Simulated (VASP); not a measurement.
Wanted: the native input for a VASP 6.6.1 run.

| Item | Value |
| --- | --- |
| Task | relaxation of cell and atoms |
| Functional | PBEsol |
| Potentials or basis | VASP PAW PBE potentials, release 64 (In_d, Sb) |
| Cutoff | 600 eV |
| k mesh | 12 × 12 × 12 |
| Occupations | gaussian, width 0.1 eV |
| Spin | no spin polarisation |
| Dipole correction | no |
| Further INCAR settings | ALGO = Normal; EDIFF = 1e-07; IBRION = 2; EDIFFG = -0.005; NSW = 100; ISIF = 3 |

The structure of InSb lies in POSCAR:

```
InSb
1.0
    0.0000000000      3.3166107078      3.3166107078
    3.3166107078      0.0000000000      3.3166107078
    3.3166107078      3.3166107078      0.0000000000
In Sb
1 1
Direct
    0.0000000000      0.0000000000      0.0000000000
    0.2500000000      0.2500000000      0.2500000000
```

One way to write it, as run:

INCAR

```
  ALGO = Normal
  EDIFF = 1E-7
  EDIFFG = -0.005
  ENCUT = 600
  GGA = PS
  IBRION = 2
  ISIF = 3
  ISMEAR = 0
  LASPH = T
  LCHARG = F
  LREAL = F
  LWAVE = F
  NELM = 60
  NSW = 100
  PREC = Accurate
  SIGMA = 0.1
```

KPOINTS

```
k-points
0
Gamma
  12 12 12
```

Potentials or basis: VASP PAW PBE potentials, release 64 (In_d, Sb).

Command:

```sh
$ cat potpaw_PBE.64/In_d/POTCAR potpaw_PBE.64/Sb/POTCAR > POTCAR
$ mpirun -np 1 vasp_std > vasp.out
```

It gave:

```yaml
Relaxed_volume: 34.66 Å³/atom
Relaxed_cell: a = 4.611 Å, b = 4.611 Å, c = 4.611 Å, α = 60.00°, β = 60.00°, γ = 60.00°
Space_group_after_relaxing_to_0.05_Å: F-43m (No. 216)
Energy_gained_by_relaxing: 11.6 meV/atom
Ionic_steps: 3
Pressure_after_relaxing: 0.0 GPa
Band_gap_on_the_k_mesh: zero (filled and empty bands touch)
```

Caveat: the PAW data sets were made with another functional, which shifts forces and pressure a little; spin-orbit coupling is left out, which moves the levels of the heavy elements.

It took 3.4 min on 1 thread of Intel Xeon 6975P-C, on a shared host, peak memory 0.3 GiB.
